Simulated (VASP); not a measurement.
Here is a VASP 6.6.1 calculation.

The input INCAR:

```
SYSTEM = Bi2Se3
PREC = Accurate ; ENCUT = 520
EDIFF = 1E-7 ; ISMEAR = -1
SIGMA = 0.03 ; LREAL = .False.
LASPH = .True. ; NELM = 100
ALGO = Normal ; ISIF = 2
LWAVE = .False. ; LCHARG = .True.
GGA = PS ; LELF = .True.
LVHAR = .True. ; NBANDS = 32
```

KPOINTS

```
regular mesh
0
Gamma
  6 6 6
  0 0 0
```

POSCAR

```
Bi2Se3
1.0
    2.0714992968      1.1959806766      9.8316899000
   -2.0714992968      1.1959806766      9.8316899000
    0.0000000000     -2.3919613533      9.8316899000
Bi Se
2 3
Direct
    0.4008000000      0.4008000000      0.4008000000
    0.5992000000      0.5992000000      0.5992000000
    0.0000000000      0.0000000000      0.0000000000
    0.2117000000      0.2117000000      0.2117000000
    0.7883000000      0.7883000000      0.7883000000
```

Potentials or basis: VASP PAW PBE potentials, release 64 (Bi_d, Se).

Command:

```console
$ cat potpaw_PBE.64/Bi_d/POTCAR potpaw_PBE.64/Se/POTCAR > POTCAR
$ mpirun -np 1 vasp_std > vasp.out
```

Q: Estimate the pressure.

A: -2.0 GPa.

Q: Estimate the band gap on the k mesh.

A: 0.26 eV.

Q: Predict the largest force.

A: 0.205 eV/Å.

Forces on the atoms (eV/Å):
```
Bi   0.000  0.000 -0.119
Bi   0.000  0.000  0.119
Se   0.000  0.000  0.000
Se   0.000  0.000  0.205
Se   0.000  0.000 -0.205
```

Caveat: the cell differs from its parent crystal (zz strain of +3 %); the PAW data sets were made with another functional, which shifts forces and pressure a little; spin-orbit coupling is left out, which moves the levels of the heavy elements. A k mesh can miss the band edges.
